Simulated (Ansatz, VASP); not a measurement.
## ZrS: VASP beside Ansatz

File INCAR:

```
SYSTEM = ZrS
ALGO = Normal
EDIFF = 1E-6
ENCUT = 520
GGA = PS
ISIF = 2
ISMEAR = 0
LASPH = .True.
LCHARG = .True.
LELF = .True.
LREAL = .False.
LVHAR = .True.
LWAVE = .False.
NBANDS = 16
NELM = 80
PREC = Accurate
SIGMA = 0.15
```

KPOINTS

```
k-points
0
Gamma
  16 16 16
  0 0 0
```

POSCAR

```
ZrS
1.0
   -0.1070709283      2.6196929506      2.6196929506
    2.6196929506     -0.1070709283      2.6196929506
    2.6196929506      2.6196929506     -0.1070709283
Zr S
1 1
Direct
    0.0000000000      0.0000000000      0.0000000000
    0.5000000000      0.5000000000      0.5000000000
```

Input for Ansatz:

```yaml
crystal:
  lattice:
    - [-0.1070709283, 2.6196929506, 2.6196929506]
    - [2.6196929506, -0.1070709283, 2.6196929506]
    - [2.6196929506, 2.6196929506, -0.1070709283]
  atoms:
    - { symbol: Zr, position: [0.0, 0.0, 0.0] }
    - { symbol: S, position: [0.5, 0.5, 0.5] }
basis:
  ecutwfc: 420
kpoints:
  mp_grid: { grid: [16, 16, 16] }
hamiltonian:
  xc: pbesol
  pseudopotentials: { kind: paw, azcp: { folder: soft_1 } }
scf:
  occupations: { method: gaussian, width: 0.15 }
output:
  forces: true
  stress: true
  eigenvalues: true
```

Alike in both runs: task single point; functional PBEsol; k mesh 16 × 16 × 16; occupations gaussian, width 0.15 eV; no spin polarisation.

|  | VASP | Ansatz |
| --- | --- | --- |
| version | VASP 6.6.1 | Ansatz 0.2.0 |
| potentials or method | VASP PAW PBE potentials, release 64 (Zr_sv, S), cutoff 520 eV | scalar-relativistic, plane waves, PAW |
| valence electrons in the cell | 18 | 18 |

|  | VASP | Ansatz | Ansatz less VASP |
| --- | --- | --- | --- |
| gap on the k mesh at the Fermi level (eV) | none | none | - |
| pressure (GPa) | -11.8 | -11.9 | -0.12 |
| traceless stress, the component that is largest in VASP (GPa) | 0.98 | 0.99 | +0.015 |

VASP's potentials were made for PBE, not for PBEsol, and Ansatz warns of the same on its side. A gap of «none» marks a metal or a gap that the smearing closes.
